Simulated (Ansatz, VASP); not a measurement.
## Two plane-wave programs on Cd

INCAR

```
  PREC = Accurate
  ENCUT = 520
  EDIFF = 1E-6
  ISMEAR = 0
  SIGMA = 0.15
  LREAL = False
  LASPH = True
  NELM = 100
  ALGO = Normal
  ISIF = 2
  LWAVE = False
  LCHARG = False
  GGA = PE
  NBANDS = 12
```

The input KPOINTS:

```
Automatic mesh
0
Gamma
  18 18 18
```

POSCAR

```
Cd
1.0
    0.0000000000      2.3443196358      2.2541534960
    2.2541534960      0.0000000000      2.2541534960
    2.2541534960      2.3443196358      0.0000000000
Cd
1
Direct
    0.0000000000      0.0000000000      0.0000000000
```

Input for Ansatz:

```yaml
crystal:
  lattice:
    - [0.0, 2.3443196358, 2.254153496]
    - [2.254153496, 0.0, 2.254153496]
    - [2.254153496, 2.3443196358, 0.0]
  atoms:
    - { symbol: Cd, position: [0.0, 0.0, 0.0] }
basis:
  ecutwfc: 420
kpoints:
  mp_grid: { grid: [18, 18, 18] }
hamiltonian:
  xc: pbe
scf:
  occupations: { method: gaussian, width: 0.15 }
output:
  forces: true
  stress: true
  eigenvalues: true
```

Change from the starting cell: normal strain along x +0.0000, normal strain along y +0.0400.

Alike in both runs: task single point; functional PBE; k mesh 18 × 18 × 18; occupations gaussian, width 0.15 eV; no spin polarisation.

|  | VASP | Ansatz |
| --- | --- | --- |
| version | VASP 6.6.1 | Ansatz 0.2.0 |
| potentials or method | VASP PAW PBE potentials, release 64 (Cd), cutoff 520 eV | scalar-relativistic, plane waves, PAW |
| valence electrons in the cell | 12 | 20 |

```csv
,VASP,Ansatz,Ansatz less VASP
gap on the k mesh at the Fermi level (eV),none,none,-
pressure (GPa),-1.3,-1.5,-0.19
"traceless stress, the component that is largest in VASP (GPa)",-0.71,-0.70,+0.008
```

A gap of «none» marks a metal or a gap that the smearing closes. With one functional, cell and mesh, what is left measures potentials, basis and numerics. VASP's potentials hold 12 valence electrons a cell and Ansatz's 20, so a difference there can come from the potentials and not from the codes.
